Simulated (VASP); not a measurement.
A run of VASP 6.6.1 is set up as follows.

Contents of INCAR:

```
SYSTEM = ZrBr2F2
  PREC = Accurate
  ENCUT = 520
  EDIFF = 1E-6
  ISMEAR = 0
  SIGMA = 0.1
  LREAL = .FALSE.
  LASPH = .TRUE.
  NELM = 100
  ALGO = Normal
  ISIF = 2
  LWAVE = .FALSE.
  LCHARG = .FALSE.
  LDIPOL = .TRUE.
  IDIPOL = 3
  DIPOL = 0.5 0.5 0.496
  GGA = PE
  NBANDS = 28
```

The input KPOINTS:

```
regular mesh
0
G
  4 4 1
  0 0 0
```

POSCAR

```
ZrBr2F2
1.0
    4.0631974800      0.0000000000      0.0000000000
    0.0000000000      4.0631974800      0.0000000000
    0.0000000000      0.0000000000     18.0000000000
Zr Br F
1 2 2
Direct
    0.5000000000      0.5000000000      0.4790000000
    0.5000000000      0.0000000000      0.5861855600
    0.0000000000      0.5000000000      0.5861855600
    0.0000000000      0.5000000000      0.4138144400
    0.5000000000      0.0000000000      0.4138144400
```

Potentials or basis: VASP PAW PBE potentials, release 64 (Zr_sv, Br, F).

The run is started by

```console
$ cat potpaw_PBE.64/Zr_sv/POTCAR potpaw_PBE.64/Br/POTCAR potpaw_PBE.64/F/POTCAR > POTCAR
$ mpirun -np 1 vasp_std > vasp.out
```

**Question.** Estimate the largest force.

**Answer.** 1.659 eV/Å.

**Question.** Predict the band gap on the k mesh.

**Answer.** Zero (bands 20 and 21 overlap by 0.37 eV).

Forces on the atoms (eV/Å):
```
Zr   0.000  0.000 -1.386
Br   0.000  0.000 -0.966
Br   0.000  0.000 -0.966
F    0.000  0.000  1.659
F    0.000  0.000  1.659
```

Caveat: the k points lie up to 0.39 Å⁻¹ apart.
